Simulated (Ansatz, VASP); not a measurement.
## SiNi2 in VASP and in Ansatz

File INCAR:

```
SYSTEM = SiNi2
PREC = Accurate
ENCUT = 520
EDIFF = 1E-6
ISMEAR = 0
SIGMA = 0.1
LREAL = .False.
LASPH = .True.
NELM = 60
ALGO = Fast
ISIF = 2
LWAVE = .False.
LCHARG = .False.
GGA = PS
NBANDS = 33
```

KPOINTS

```
regular mesh
0
Gamma
  12 12 8
  0 0 0
```

Contents of POSCAR:

```
SiNi2
1.0
    3.7910943121      0.0000000000      0.0000000000
   -1.8955471561      3.2831839825      0.0000000000
    0.0000000000      0.0000000000      4.8186455518
Si Ni
2 4
Direct
    0.3333333333      0.6666666667      0.7500000000
    0.6666666667      0.3333333333      0.2500000000
    0.0000000000      0.0000000000      0.0000000000
    0.0000000000      0.0000000000      0.5000000000
    0.3333333333      0.6666666667      0.2500000000
    0.6666666667      0.3333333333      0.7500000000
```

Input for Ansatz:

```yaml
crystal:
  lattice:
    - [3.7910943121, 0.0, 0.0]
    - [-1.8955471561, 3.2831839825, 0.0]
    - [0.0, 0.0, 4.8186455518]
  atoms:
    - { symbol: Si, position: [0.3333333333, 0.6666666667, 0.75] }
    - { symbol: Si, position: [0.6666666667, 0.3333333333, 0.25] }
    - { symbol: Ni, position: [0.0, 0.0, 0.0] }
    - { symbol: Ni, position: [0.0, 0.0, 0.5] }
    - { symbol: Ni, position: [0.3333333333, 0.6666666667, 0.25] }
    - { symbol: Ni, position: [0.6666666667, 0.3333333333, 0.75] }
basis:
  ecutwfc: 420
kpoints:
  mp_grid: { grid: [12, 12, 8] }
hamiltonian:
  xc: pbesol
scf:
  occupations: { method: gaussian, width: 0.1 }
output:
  forces: true
  stress: true
  eigenvalues: true
```

Change from the starting cell: equal strain along all axes, cell held, atoms relaxed: -2.0 %.

Alike in both runs: task single point; functional PBEsol; k mesh 12 × 12 × 8; occupations gaussian, width 0.1 eV; no spin polarisation.

|  | VASP | Ansatz |
| --- | --- | --- |
| version | VASP 6.6.1 | Ansatz 0.2.0 |
| potentials or method | VASP PAW PBE potentials, release 64 (Si, Ni), cutoff 520 eV | scalar-relativistic, plane waves, PAW |
| valence electrons in the cell | 48 | 80 |

VASP gave:

```
gap on the k mesh at the Fermi level (eV)                     : none
pressure (GPa)                                                : 16.2
traceless stress, the component that is largest in VASP (GPa) : -1.79
```

Task: What did Ansatz give for the same quantities?

Result: gap on the k mesh at the Fermi level (eV): none; pressure (GPa): 15.9; traceless stress, the component that is largest in VASP (GPa): -1.62.

VASP's potentials were made for PBE, not for PBEsol. A gap of «none» marks a metal or a gap that the smearing closes. The functional is the same, so the differences come from potentials, cutoffs and numerics. VASP's potentials hold 48 valence electrons a cell and Ansatz's 80, so a difference there can come from the potentials and not from the codes.
